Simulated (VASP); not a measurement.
Here is a VASP 6.6.1 calculation.

Contents of INCAR:

```
SYSTEM = AlGa2As3
PREC     = Accurate       ! precision mode
ENCUT    = 520            ! plane-wave cutoff, eV
EDIFF    = 1E-6           ! SCF threshold, eV
ISMEAR   = 0              ! smearing method
SIGMA    = 0.1            ! smearing width, eV
LREAL    = .FALSE.        ! projectors in reciprocal space
LASPH    = .TRUE.         ! aspherical terms in the spheres
NELM     = 60             ! most SCF steps
ALGO     = Normal         ! electronic algorithm
ISIF     = 2              ! what is computed and relaxed
LWAVE    = .FALSE.        ! write WAVECAR
LCHARG   = .TRUE.         ! write CHGCAR
GGA      = PE             ! functional
LELF     = .TRUE.         ! ELF
LVHAR    = .TRUE.       
NBANDS   = 31             ! bands
```

KPOINTS

```
Automatic mesh
0
G
  4 4 2
  0 0 0
```

File POSCAR:

```
AlGa2As3
1.0
    5.0178294518      0.0000000000      0.0000000000
    0.0000000000      5.0178294518      0.0000000000
    0.0000000000      0.0000000000      7.6922601024
Al Ga As
1 2 3
Direct
    0.0000000000      0.0000000000      0.5000000000
    0.5000000000      0.0000000000      0.0000000000
    0.0000000000      0.5000000000      0.0000000000
    0.0000000000      0.0000000000      0.1963497156
    0.0000000000      0.0000000000      0.8036502844
    0.5000000000      0.5000000000      0.0000000000
```

Potentials or basis: VASP PAW PBE potentials, release 64 (Al, Ga_d, As).

The run is started by

```bash
$ cat potpaw_PBE.64/Al/POTCAR potpaw_PBE.64/Ga_d/POTCAR potpaw_PBE.64/As/POTCAR > POTCAR
$ mpirun -np 1 vasp_std > vasp.out
```

Task: What does it give for the largest force?

Result: 0.044 eV/Å.

Task: What does it give for the band gap on the k mesh?

Result: Zero (bands 22 and 23 overlap by 1.00 eV).

Task: Predict the pressure.

Result: 0.1 GPa.

Stress tensor (GPa, compression positive):
```
 0.15  0.00  0.00
 0.00  0.15  0.00
 0.00  0.00 -0.01
```

Caveat: the k points lie up to 0.41 Å⁻¹ apart, too coarse for converged energies and pressures of a metal.
